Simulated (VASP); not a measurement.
# BaS (Fm-3m) in VASP: further runs

Runs on BaS. Level: PBE. Tasks: single point.

Everything below comes from runs of VASP 6.6.1. Logs are shortened: lines on timing, memory, paths and dates and some standing lists are left out, and cuts for length are marked.

## (1) The cell of the first run

It takes space group Fm-3m (No. 225, cubic). The conventional cell has a = 6.161 Å, b = 6.161 Å, c = 6.161 Å, α = 90.00°, β = 90.00°, γ = 90.00°. Within 4.1 Å of Ba (site symmetry m-3m) lie 6 S at 3.08 Å. S (site symmetry m-3m) has 6 Ba at 3.08 Å within 4.1 Å.

## (2) Single point, PBE (volume scaled by 0.88)

INCAR reads:

```
PREC = Accurate
ENCUT = 520
EDIFF = 1E-6
ISMEAR = 0
SIGMA = 0.02
LREAL = False
LASPH = True
NELM = 60
ALGO = Normal
ISIF = 2
LWAVE = False
LCHARG = False
GGA = PE
NBANDS = 15
```

KPOINTS reads:

```
Automatic mesh
0
Gamma
  8 8 8
```

POSCAR reads:

```
BaS
1.0
    0.0000000000      3.0803009840      3.0803009840
    3.0803009840      0.0000000000      3.0803009840
    3.0803009840      3.0803009840      0.0000000000
Ba S
1 1
Direct
    0.0000000000      0.0000000000      0.0000000000
    0.5000000000      0.5000000000      0.5000000000
```

Potentials or basis: VASP PAW PBE potentials, release 64 (Ba_sv, S).

Run with:

```console
$ cat potpaw_PBE.64/Ba_sv/POTCAR potpaw_PBE.64/S/POTCAR > POTCAR
$ mpirun -np 1 vasp_std > vasp.out
```

OUTCAR:

```text
PREC = Accurate
   ENCUT = 520
   EDIFF = 1E-6
   ISMEAR = 0
   LREAL = False
   LASPH = True
   NELM = 60
   ISIF = 2
   GGA = PE

 ion  position               nearest neighbor table
   1  0.000  0.000  0.000-   2 3.08   2 3.08   2 3.08   2 3.08   2 3.08   2 3.08
   2  0.500  0.500  0.500-   1 3.08   1 3.08   1 3.08   1 3.08   1 3.08   1 3.08

  LATTYP: Found a face centered cubic cell.
 ALAT       =     6.1606019680

  Lattice vectors:

 A1 = (   0.0000000000,   3.0803009840,   3.0803009840)
 A2 = (   3.0803009840,   0.0000000000,   3.0803009840)
 A3 = (   3.0803009840,   3.0803009840,   0.0000000000)

Analysis of symmetry for initial positions (statically):
=====================================================================
 Subroutine PRICEL returns:
 Original cell was already a primitive cell.

 Routine SETGRP: Setting up the symmetry group for a
 face centered cubic supercell.

 Subroutine GETGRP returns: Found 48 space group operations
 (whereof 48 operations were pure point group operations)
 out of a pool of 48 trial point group operations.

The static configuration has the point symmetry O_h .

Analysis of symmetry for dynamics (positions and initial velocities):
=====================================================================
 Subroutine PRICEL returns:
 Original cell was already a primitive cell.

 Routine SETGRP: Setting up the symmetry group for a
 face centered cubic supercell.

 Subroutine GETGRP returns: Found 48 space group operations
 (whereof 48 operations were pure point group operations)
 out of a pool of 48 trial point group operations.

The dynamic configuration has the point symmetry O_h .

 Subroutine INISYM returns: Found 48 space group operations
 (whereof 48 operations are pure point group operations),
 and found     1 'primitive' translations

----------------------------------------------------------------------------------------

                                     Primitive cell

  volume of cell :      58.4534

  direct lattice vectors                    reciprocal lattice vectors
     0.000000000  3.080300984  3.080300984    -0.162321800  0.162321800  0.162321800
     3.080300984  0.000000000  3.080300984     0.162321800 -0.162321800  0.162321800
     3.080300984  3.080300984  0.000000000     0.162321800  0.162321800 -0.162321800

  length of vectors
     4.356203428  4.356203428  4.356203428     0.281149605  0.281149605  0.281149605

  position of ions in fractional coordinates (direct lattice)
     0.000000000  0.000000000  0.000000000
     0.500000000  0.500000000  0.500000000

  ion indices of the primitive-cell ions
   primitive index   ion index
                 1           1
                 2           2

----------------------------------------------------------------------------------------

 KPOINTS: Automatic mesh

Automatic generation of k-mesh.
 Grid dimensions read from file:
 generate k-points for:    8    8    8

 Generating k-lattice:

  Cartesian coordinates                     Fractional coordinates (reciprocal lattice)
    -0.020290225  0.020290225  0.020290225     0.125000000  0.000000000  0.000000000
     0.020290225 -0.020290225  0.020290225     0.000000000  0.125000000  0.000000000
     0.020290225  0.020290225 -0.020290225     0.000000000  0.000000000  0.125000000

  Length of vectors
     0.035143701  0.035143701  0.035143701

  Shift w.r.t. Gamma in fractional coordinates (k-lattice)
     0.000000000  0.000000000  0.000000000

 Subroutine IBZKPT returns following result:
 ===========================================

 Found     29 irreducible k-points:

 Following reciprocal coordinates:
            Coordinates               Weight
  0.000000  0.000000  0.000000      1.000000
  0.125000  0.000000  0.000000      8.000000
  0.250000  0.000000  0.000000      8.000000
  0.375000  0.000000  0.000000      8.000000
  0.500000  0.000000  0.000000      4.000000
  0.125000  0.125000  0.000000      6.000000
[... 16 lines left out ...]
  0.500000  0.250000  0.125000     48.000000
 -0.375000  0.250000  0.125000     24.000000
 [... further k-points ...]
   k-points           NKPTS =     29   k-points in BZ     NKDIM =     29   number of bands    NBANDS=     15
   number of dos      NEDOS =    301   number of ions     NIONS =      2
   total plane-waves  NPLWV =  32768
   dimension x,y,z NGX =    32 NGY =   32 NGZ =   32
   dimension x,y,z NGXF=    64 NGYF=   64 NGZF=   64
   ions per type =               1   1
   NGX,Y,Z   is equivalent  to a cutoff of  12.21, 12.21, 12.21 a.u.
   NGXF,Y,Z  is equivalent  to a cutoff of  24.42, 24.42, 24.42 a.u.
 SYSTEM =  unknown system
   PREC   = accura    normal or accurate (medium, high low for compatibility)
   ISTART =      0    job   : 0-new  1-cont  2-samecut
   ICHARG =      2    charge: 1-file 2-atom 10-const
   ISPIN  =      1    spin polarized calculation?
   LNONCOLLINEAR =      F non collinear calculations
   LSORBIT =      F    spin-orbit coupling
   LASPH  =      T    aspherical Exc in radial PAW
   ENCUT  =  520.0 eV  38.22 Ry    6.18 a.u.   8.10  8.10  8.10*2*pi/ulx,y,z
   NELM   =     60;   NELMIN=  2; NELMDL= -5     # of ELM steps
   EDIFF  = 0.1E-05   stopping-criterion for ELM
   LREAL  =      F    real-space projection
   EDIFFG = 0.1E-04   stopping-criterion for IOM
   NSW    =      0    number of steps for IOM
   IBRION =     -1    ionic relax: 0-MD 1-quasi-New 2-CG
   NFREE  =      0    steps in history (QN), initial steepest desc. (CG)
   ISIF   =      2    stress and relaxation
   ISYM   =      2    0-nonsym 1-usesym 2-fastsym
   POTIM  = 0.5000    time-step for ionic-motion
   TEBEG  =    0.0;   TEEND  =   0.0 temperature during run
   PSTRESS=    0.0 pullay stress
   NELECT =      16.0000    total number of electrons
   NUPDOWN=      -1.0000    fix difference up-down
   EMIN   =  10.00;   EMAX   =-10.00  energy-range for DOS
   EFERMI =   0.00;   METHOD = LEGACY
   ISMEAR =     0;   SIGMA  =   0.02  broadening in eV -4-tet -1-fermi 0-gaus
   EFERMI_NEDOS =   21; number of points for ismear=-14 and -15
   IALGO  =     38    algorithm
   IMIX   =      4    mixing-type and parameters
     AMIX     =   0.40;   BMIX     =  1.00
     AMIX_MAG =   1.60;   BMIX_MAG =  1.00
  volume/ion in A,a.u.               =      29.23       197.23
  Fermi-wavevector in a.u.,A,eV,Ry     =   1.062947  2.008679 15.372633  1.129857
  Thomas-Fermi vector in A             =   2.198415
   LORBIT       =      0    0 simple, 1 ext, 2 COOP (PROOUT), +10 PAW based schemes
   GGA     = PE    functional components
   LHFCALC =     F    Hartree Fock is set to
   AEXX    =    0.0000 exact exchange contribution
   IVDW    =     0    specifies the selected vdW correction
   LEPSILON=     F    determine dielectric tensor
   LRPA    =     F    only Hartree local field effects (RPA)
 non-spin polarized calculation
 Gauss-broadening in eV      SIGMA  =   0.02
  energy-cutoff  :      520.00
  volume of cell :       58.45
 maximum number of plane-waves:      1591
   NGX = 17   NGY = 17   NGZ = 17

 number of electron      15.9999999 magnetization

 Free energy of the ion-electron system (eV)
  ---------------------------------------------------
  ext. energy  EPLUGINS =         0.00000000
  ---------------------------------------------------
  free energy    TOTEN  =        -9.99976195 eV

  energy without entropy =       -9.99976195  energy(sigma->0) =       -9.99976195

 E-fermi :   2.2057     XC(G=0):  -9.0865

 val. band max:        2.0603621905   @ k =   0.0000   0.0000   0.0000
 cond. band min:       3.9458186400   @ k =   0.5000   0.5000   0.0000
 fundamental gap:      1.8854564495
 Fermi energy:         2.2056637558

 k-point     1 :       0.0000    0.0000    0.0000
  band No.  band energies     occupation
      1     -23.6998      2.00000
      2      -8.7338      2.00000
      3      -8.7338      2.00000
      4      -8.7338      2.00000
      5      -8.4758      2.00000
      6       2.0604      2.00000
      7       2.0604      2.00000
      8       2.0604      2.00000
      9       5.9117      0.00000
     10       5.9117      0.00000
     11       5.9117      0.00000
     12       6.2209      0.00000
     13       6.9574      0.00000
     14       6.9574      0.00000
     15      10.9607      0.00000

 k-point     2 :       0.1250    0.0000    0.0000
  band No.  band energies     occupation
      1     -23.6886      2.00000
      2      -9.3129      2.00000
      3      -8.7413      2.00000
      4      -8.7413      2.00000
      5      -7.8845      2.00000
      6       1.6068      2.00000
      7       1.7964      2.00000
      8       1.7964      2.00000
      9       5.9528      0.00000
     10       6.1764      0.00000
     11       6.1764      0.00000
     12       6.8411      0.00000
     13       7.5004      0.00000
     14       7.5004      0.00000
     15      11.6652      0.00000

 k-point     3 :       0.2500    0.0000    0.0000
  band No.  band energies     occupation
      1     -23.6614      2.00000
      2      -9.8933      2.00000
      3      -8.7592      2.00000
      4      -8.7592      2.00000
      5      -7.2717      2.00000
      6       0.7757      2.00000
      7       1.2893      2.00000
      8       1.2893      2.00000
      9       6.2312      0.00000
     10       6.9184      0.00000
     11       6.9184      0.00000
     12       8.1160      0.00000
     13       8.8401      0.00000
     14       8.8401      0.00000
     15      13.2168      0.00000

 k-point     4 :       0.3750    0.0000    0.0000
  band No.  band energies     occupation
      1     -23.6339      2.00000
      2     -10.2825      2.00000
      3      -8.7768      2.00000
      4      -8.7768      2.00000
      5      -6.8439      2.00000
      6       0.1193      2.00000
      7       0.8883      2.00000
      8       0.8883      2.00000
      9       6.9497      0.00000
     10       8.0047      0.00000
     11       8.0047      0.00000
     12       8.8009      0.00000
     13      10.4832      0.00000
     14      10.4832      0.00000
     15      12.8453      0.00000
[... 307 lines left out ...]
 k-point    22 :       0.3750    0.2500    0.1250
  band No.  band energies     occupation
      1     -23.6417      2.00000
      2      -9.9201      2.00000
      3      -8.9329      2.00000
      4      -8.8026      2.00000
      5      -7.2777      2.00000
      6       0.4933      2.00000
      7       1.2363      2.00000
      8       1.7624      2.00000
      9       5.3841      0.00000
     10       7.5372      0.00000
     11       7.7793      0.00000
     12       8.4548      0.00000
     13       8.7538      0.00000
     14      10.8563      0.00000
     15      13.0316      0.00000

 k-point    23 :       0.5000    0.2500    0.1250
  band No.  band energies     occupation
      1     -23.6200      2.00000
      2     -10.0838      2.00000
      3      -9.0090      2.00000
      4      -8.8516      2.00000
      5      -7.1546      2.00000
      6       0.4412      2.00000
      7       0.9797      2.00000
      8       1.4988      2.00000
      9       5.9544      0.00000
     10       8.0738      0.00000
     11       8.5547      0.00000
     12       8.8137      0.00000
     13      10.0925      0.00000
     14      11.5034      0.00000
     15      12.3166      0.00000

 k-point    24 :      -0.3750    0.2500    0.1250
  band No.  band energies     occupation
      1     -23.6109      2.00000
      2     -10.1481      2.00000
      3      -9.0225      2.00000
      4      -8.8894      2.00000
      5      -7.1089      2.00000
      6       0.4015      2.00000
      7       1.0744      2.00000
      8       1.2082      2.00000
      9       6.8980      0.00000
     10       7.1125      0.00000
     11       9.1727      0.00000
     12       9.5773      0.00000
     13      10.5317      0.00000
     14      11.4371      0.00000
     15      12.3888      0.00000

 [... further k-points ...]
[... 5 lines left out ...]
  --------------------------------------------------------------------------------------
  -------------------------------------------------------------------------------------
  Total        2.9104763      2.9104763      2.9104763     -0.0000000      0.0000000     -0.0000000
  in kB       79.7747008     79.7747008     79.7747008     -0.0000000      0.0000000     -0.0000000
  external PRESSURE =      79.7747008 kB  Pullay stress =       0.0000000 kB

 VOLUME and BASIS-vectors are now :
 -----------------------------------------------------------------------------
  energy-cutoff  :      520.00
  volume of cell :       58.45
      direct lattice vectors                 reciprocal lattice vectors
     0.000000000  3.080300984  3.080300984    -0.162321800  0.162321800  0.162321800
     3.080300984  0.000000000  3.080300984     0.162321800 -0.162321800  0.162321800
     3.080300984  3.080300984  0.000000000     0.162321800  0.162321800 -0.162321800

 POSITION                                       TOTAL-FORCE (eV/Angst)
 -----------------------------------------------------------------------------------
      0.00000      0.00000      0.00000         0.000000      0.000000      0.000000
      3.08030      3.08030      3.08030        -0.000000     -0.000000     -0.000000
 -----------------------------------------------------------------------------------
    total drift:                                0.000000     -0.000000     -0.000000

  FREE ENERGIE OF THE ION-ELECTRON SYSTEM (eV)
  ---------------------------------------------------
  free  energy   TOTEN  =        -9.9997619463 eV

  energy  without entropy=       -9.9997619463  energy(sigma->0) =       -9.99976195
```

Run time: 11 s. Hardware: 1 thread of Intel Xeon 6975P-C (Granite Rapids), shared host; peak memory 0.18 GiB.

Results:

```
Free energy            : -9.9998 eV
Pressure               : 8.0 GPa
Band gap on the k mesh : 1.89 eV, indirect (least direct gap 1.95 eV)
```

Caveat: spin-orbit coupling is left out, which moves the levels of the heavy elements.

(Part 1 of 2 ends here.)
